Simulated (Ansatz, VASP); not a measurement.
## Two plane-wave programs on Hf

The input INCAR:

```
SYSTEM = Hf
  PREC = Accurate
  ENCUT = 520
  EDIFF = 1E-7
  ISMEAR = 0
  SIGMA = 0.15
  LREAL = .False.
  LASPH = .True.
  NELM = 100
  ALGO = Fast
  ISIF = 2
  LWAVE = .False.
  LCHARG = .True.
  GGA = PE
  LELF = .True.
  LVHAR = .True.
  NBANDS = 17
```

Contents of KPOINTS:

```
regular mesh
0
Gamma
  18 18 10
  0 0 0
```

The input POSCAR:

```
Hf
1.0
    3.1007975685      0.0000000000      0.0000000000
   -1.5503987842      2.6853694663      0.0000000000
    0.0000000000      0.0000000000      5.0578000000
Hf
2
Direct
    0.3333333333      0.6666666667      0.2500000000
    0.6666666667      0.3333333333      0.7500000000
```

Input for Ansatz:

```yaml
crystal:
  lattice:
    - [3.1007975685, 0.0, 0.0]
    - [-1.5503987842, 2.6853694663, 0.0]
    - [0.0, 0.0, 5.0578]
  atoms:
    - { symbol: Hf, position: [0.3333333333, 0.6666666667, 0.25] }
    - { symbol: Hf, position: [0.6666666667, 0.3333333333, 0.75] }
basis:
  ecutwfc: 420
kpoints:
  mp_grid: { grid: [18, 18, 10] }
hamiltonian:
  xc: pbe
scf:
  occupations: { method: gaussian, width: 0.15 }
output:
  forces: true
  stress: true
  eigenvalues: true
```

Change from the starting cell: strain -0.030 along x and y, +0.000 along z, atoms carried along.

Alike in both runs: task single point; functional PBE; k mesh 18 × 18 × 10; occupations gaussian, width 0.15 eV; no spin polarisation.

|  | VASP | Ansatz |
| --- | --- | --- |
| version | VASP 6.6.1 | Ansatz 0.2.0 |
| potentials or method | VASP PAW PBE potentials, release 64 (Hf_pv), cutoff 520 eV | scalar-relativistic, plane waves, PAW |
| valence electrons in the cell | 20 | 52 |

VASP gave:

```
gap on the k mesh at the Fermi level (eV)                     : none
pressure (GPa)                                                : 7.6
traceless stress, the component that is largest in VASP (GPa) : -2.75
```

Q: What did Ansatz give for the same quantities?

A: gap on the k mesh at the Fermi level (eV): none; pressure (GPa): 8.1; traceless stress, the component that is largest in VASP (GPa): -2.66.

A gap of «none» marks a metal or a gap that the smearing closes. VASP's potentials hold 20 valence electrons a cell and Ansatz's 52, so a difference there can come from the potentials and not from the codes.

Neither program's run includes spin-orbit coupling.
